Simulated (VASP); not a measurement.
# Na (Im-3m) in VASP: notebook

Na is run at these levels: PBE; tasks: single point.

Program: VASP 6.6.1. These are calculated values, not measurements. Logs are shortened: lines on timing, memory, paths and dates and some standing lists are left out, and cuts for length are marked.

### 1 The cell of the first run

Symmetry: Im-3m, No. 229, cubic system. The conventional cell has a = 4.197 Å, b = 4.197 Å, c = 4.197 Å, α = 90.00°, β = 90.00°, γ = 90.00°. Na (site symmetry m-3m) has 14 Na at 3.63 to 4.20 Å within 4.8 Å.

### 2 Single point, PBE

INCAR

```
SYSTEM = Na
ALGO = Normal
EDIFF = 1E-7
ENCUT = 520
GGA = PE
ISIF = 2
ISMEAR = -1
LASPH = .True.
LCHARG = .False.
LREAL = .False.
LWAVE = .False.
NBANDS = 10
NELM = 100
PREC = Accurate
SIGMA = 0.1
```

KPOINTS

```
k-points
0
Gamma
  15 15 15
  0 0 0
```

POSCAR

```
Na
1.0
   -2.0985562613      2.0985562613      2.0985562613
    2.0985562613     -2.0985562613      2.0985562613
    2.0985562613      2.0985562613     -2.0985562613
Na
1
Direct
    0.0000000000      0.0000000000      0.0000000000
```

Potentials or basis: VASP PAW PBE potentials, release 64 (Na_pv).

The run is started by

```bash
cat potpaw_PBE.64/Na_pv/POTCAR > POTCAR
mpirun -np 1 vasp_std > vasp.out
```

OUTCAR:

```text
SYSTEM = Na
   EDIFF = 1E-7
   ENCUT = 520
   GGA = PE
   ISIF = 2
   ISMEAR = -1
   LASPH = .True.
   LREAL = .False.
   NELM = 100
   PREC = Accurate

 ion  position               nearest neighbor table
   1  0.000  0.000  0.000-

  LATTYP: Found a body centered cubic cell.
 ALAT       =     4.1971125226

  Lattice vectors:

 A1 = (  -2.0985562613,   2.0985562613,   2.0985562613)
 A2 = (   2.0985562613,  -2.0985562613,   2.0985562613)
 A3 = (   2.0985562613,   2.0985562613,  -2.0985562613)

Analysis of symmetry for initial positions (statically):
=====================================================================
 Subroutine PRICEL returns:
 Original cell was already a primitive cell.

 Routine SETGRP: Setting up the symmetry group for a
 body centered cubic supercell.

 Subroutine GETGRP returns: Found 48 space group operations
 (whereof 48 operations were pure point group operations)
 out of a pool of 48 trial point group operations.

The static configuration has the point symmetry O_h .

Analysis of symmetry for dynamics (positions and initial velocities):
=====================================================================
 Subroutine PRICEL returns:
 Original cell was already a primitive cell.

 Routine SETGRP: Setting up the symmetry group for a
 body centered cubic supercell.

 Subroutine GETGRP returns: Found 48 space group operations
 (whereof 48 operations were pure point group operations)
 out of a pool of 48 trial point group operations.

The dynamic configuration has the point symmetry O_h .

 Subroutine INISYM returns: Found 48 space group operations
 (whereof 48 operations are pure point group operations),
 and found     1 'primitive' translations

----------------------------------------------------------------------------------------

                                     Primitive cell

  volume of cell :      36.9676

  direct lattice vectors                    reciprocal lattice vectors
    -2.098556261  2.098556261  2.098556261     0.000000000  0.238259040  0.238259040
     2.098556261 -2.098556261  2.098556261     0.238259040  0.000000000  0.238259040
     2.098556261  2.098556261 -2.098556261     0.238259040  0.238259040  0.000000000

  length of vectors
     3.634806067  3.634806067  3.634806067     0.336949166  0.336949166  0.336949166

  position of ions in fractional coordinates (direct lattice)
     0.000000000  0.000000000  0.000000000

  ion indices of the primitive-cell ions
   primitive index   ion index
                 1           1

----------------------------------------------------------------------------------------

 KPOINTS: k-points

Automatic generation of k-mesh.
 Grid dimensions read from file:
 generate k-points for:   15   15   15

 Generating k-lattice:

  Cartesian coordinates                     Fractional coordinates (reciprocal lattice)
     0.000000000  0.015883936  0.015883936     0.066666667  0.000000000  0.000000000
     0.015883936  0.000000000  0.015883936     0.000000000  0.066666667  0.000000000
     0.015883936  0.015883936  0.000000000     0.000000000  0.000000000  0.066666667

  Length of vectors
     0.022463278  0.022463278  0.022463278

  Shift w.r.t. Gamma in fractional coordinates (k-lattice)
     0.000000000  0.000000000  0.000000000

 Subroutine IBZKPT returns following result:
 ===========================================

 Found    120 irreducible k-points:

 Following reciprocal coordinates:
            Coordinates               Weight
  0.000000  0.000000  0.000000      1.000000
  0.066667  0.000000  0.000000     12.000000
  0.133333  0.000000  0.000000     12.000000
  0.200000  0.000000  0.000000     12.000000
  0.266667  0.000000  0.000000     12.000000
  0.333333  0.000000  0.000000     12.000000
[... 16 lines left out ...]
  0.333333  0.200000 -0.000000     48.000000
  0.400000  0.200000  0.000000     24.000000
 [... further k-points ...]
   k-points           NKPTS =    120   k-points in BZ     NKDIM =    120   number of bands    NBANDS=     10
   number of dos      NEDOS =    301   number of ions     NIONS =      1
   total plane-waves  NPLWV =  21952
   dimension x,y,z NGX =    28 NGY =   28 NGZ =   28
   dimension x,y,z NGXF=    56 NGYF=   56 NGZF=   56
   ions per type =               1
   NGX,Y,Z   is equivalent  to a cutoff of  12.81, 12.81, 12.81 a.u.
   NGXF,Y,Z  is equivalent  to a cutoff of  25.61, 25.61, 25.61 a.u.
 SYSTEM =  Na
   PREC   = accura    normal or accurate (medium, high low for compatibility)
   ISTART =      0    job   : 0-new  1-cont  2-samecut
   ICHARG =      2    charge: 1-file 2-atom 10-const
   ISPIN  =      1    spin polarized calculation?
   LNONCOLLINEAR =      F non collinear calculations
   LSORBIT =      F    spin-orbit coupling
   LASPH  =      T    aspherical Exc in radial PAW
   ENCUT  =  520.0 eV  38.22 Ry    6.18 a.u.   6.76  6.76  6.76*2*pi/ulx,y,z
   NELM   =    100;   NELMIN=  2; NELMDL= -5     # of ELM steps
   EDIFF  = 0.1E-06   stopping-criterion for ELM
   LREAL  =      F    real-space projection
   EDIFFG = 0.1E-05   stopping-criterion for IOM
   NSW    =      0    number of steps for IOM
   IBRION =     -1    ionic relax: 0-MD 1-quasi-New 2-CG
   NFREE  =      0    steps in history (QN), initial steepest desc. (CG)
   ISIF   =      2    stress and relaxation
   ISYM   =      2    0-nonsym 1-usesym 2-fastsym
   POTIM  = 0.5000    time-step for ionic-motion
   TEBEG  =    0.0;   TEEND  =   0.0 temperature during run
   PSTRESS=    0.0 pullay stress
   NELECT =       7.0000    total number of electrons
   NUPDOWN=      -1.0000    fix difference up-down
   EMIN   =  10.00;   EMAX   =-10.00  energy-range for DOS
   EFERMI =   0.00;   METHOD = LEGACY
   ISMEAR =    -1;   SIGMA  =   0.10  broadening in eV -4-tet -1-fermi 0-gaus
   EFERMI_NEDOS =   21; number of points for ismear=-14 and -15
   IALGO  =     38    algorithm
   IMIX   =      4    mixing-type and parameters
     AMIX     =   0.40;   BMIX     =  1.00
     AMIX_MAG =   1.60;   BMIX_MAG =  1.00
  volume/ion in A,a.u.               =      36.97       249.47
  Fermi-wavevector in a.u.,A,eV,Ry     =   0.940085  1.776502 12.024270  0.883759
  Thomas-Fermi vector in A             =   2.067461
   LORBIT       =      0    0 simple, 1 ext, 2 COOP (PROOUT), +10 PAW based schemes
   GGA     = PE    functional components
[... 5 lines left out ...]
 non-spin polarized calculation
  energy-cutoff  :      520.00
  volume of cell :       36.97
 maximum number of plane-waves:      1012
   NGX = 13   NGY = 13   NGZ = 13

 number of electron       7.0000004 magnetization

 Free energy of the ion-electron system (eV)
  ---------------------------------------------------
  ext. energy  EPLUGINS =         0.00000000
  ---------------------------------------------------
  free energy    TOTEN  =        -1.31836840 eV

  energy without entropy =       -1.30190804  energy(sigma->0) =       -1.31013822

 E-fermi :   0.3470     XC(G=0):  -6.5096

 val. band max:        0.3256431086   @ k =  -0.3333   0.4000   0.2000
 cond. band min:       0.3961734226   @ k =   0.2667   0.1333   0.1333
 fundamental gap:      0.0705303140
 Fermi energy:         0.3470254370

 k-point     1 :       0.0000    0.0000    0.0000
  band No.  band energies     occupation
      1     -24.5624      2.00000
      2     -24.5624      2.00000
      3     -24.5624      2.00000
      4      -2.9470      2.00000
      5      12.0877      0.00000
      6      12.0877      0.00000
      7      12.0877      0.00000
      8      13.0895      0.00000
      9      13.0895      0.00000
     10      13.6473      0.00000

 k-point     2 :       0.0667    0.0000    0.0000
  band No.  band energies     occupation
      1     -24.5640      2.00000
      2     -24.5630      2.00000
      3     -24.5624      2.00000
      4      -2.8685      2.00000
      5      11.0166      0.00000
      6      11.5646      0.00000
      7      11.7744      0.00000
      8      12.4201      0.00000
      9      12.5858      0.00000
     10      13.9306      0.00000

 k-point     3 :       0.1333    0.0000    0.0000
  band No.  band energies     occupation
      1     -24.5684      2.00000
      2     -24.5645      2.00000
      3     -24.5624      2.00000
      4      -2.6336      2.00000
      5       9.2692      0.00000
      6      10.7663      0.00000
      7      11.2067      0.00000
      8      11.6334      0.00000
      9      12.3191      0.00000
     10      14.0415      0.00000

 k-point     4 :       0.2000    0.0000    0.0000
  band No.  band energies     occupation
      1     -24.5749      2.00000
      2     -24.5667      2.00000
      3     -24.5624      2.00000
      4      -2.2446      2.00000
      5       7.5691      0.00000
      6      10.0494      0.00000
      7      10.6646      0.00000
      8      10.9661      0.00000
      9      11.9361      0.00000
     10      14.3269      0.00000
[... 222 lines left out ...]
 k-point    22 :       0.2667    0.2000   -0.0000
  band No.  band energies     occupation
      1     -24.5915      2.00000
      2     -24.5755      2.00000
      3     -24.5657      2.00000
      4      -0.1194      1.98132
      5       4.2005      0.00000
      6       5.5092      0.00000
      7       8.8204      0.00000
      8      11.7479      0.00000
      9      13.1097      0.00000
     10      15.1127      0.00000

 k-point    23 :       0.3333    0.2000   -0.0000
  band No.  band energies     occupation
      1     -24.5933      2.00000
      2     -24.5781      2.00000
      3     -24.5659      2.00000
      4       0.7584      0.03216
      5       2.9790      0.00000
      6       5.2472      0.00000
      7       8.6121      0.00000
      8      11.6196      0.00000
      9      13.7517      0.00000
     10      14.8204      0.00000

 k-point    24 :       0.4000    0.2000    0.0000
  band No.  band energies     occupation
      1     -24.5939      2.00000
      2     -24.5792      2.00000
      3     -24.5659      2.00000
      4       1.5639      0.00001
      5       2.0528      0.00000
      6       5.1656      0.00000
      7       8.5424      0.00000
      8      11.5678      0.00000
      9      14.3684      0.00000
     10      14.4249      0.00000

 [... further k-points ...]
[... 5 lines left out ...]
  --------------------------------------------------------------------------------------
  -------------------------------------------------------------------------------------
  Total        0.0035019      0.0035019      0.0035019      0.0000000      0.0000000     -0.0000000
  in kB        0.1517710      0.1517710      0.1517710      0.0000000      0.0000000     -0.0000000
  external PRESSURE =       0.1517710 kB  Pullay stress =       0.0000000 kB

 VOLUME and BASIS-vectors are now :
 -----------------------------------------------------------------------------
  energy-cutoff  :      520.00
  volume of cell :       36.97
      direct lattice vectors                 reciprocal lattice vectors
    -2.098556261  2.098556261  2.098556261     0.000000000  0.238259040  0.238259040
     2.098556261 -2.098556261  2.098556261     0.238259040  0.000000000  0.238259040
     2.098556261  2.098556261 -2.098556261     0.238259040  0.238259040  0.000000000

 POSITION                                       TOTAL-FORCE (eV/Angst)
 -----------------------------------------------------------------------------------
      0.00000      0.00000      0.00000        -0.000000      0.000000      0.000000
 -----------------------------------------------------------------------------------
    total drift:                                0.000000     -0.000000      0.000000

  FREE ENERGIE OF THE ION-ELECTRON SYSTEM (eV)
  ---------------------------------------------------
  free  energy   TOTEN  =        -1.3183683987 eV

  energy  without entropy=       -1.3019080355  energy(sigma->0) =       -1.31013822
```

Wall time 17 s (1 thread of AMD EPYC 9R45 (Zen 5), shared host); peak memory 0.14 GiB.

What came out:

```yaml
Free_energy: -1.3184 eV
Pressure: 0.0 GPa
```

(Continued in part 2 of 2.)
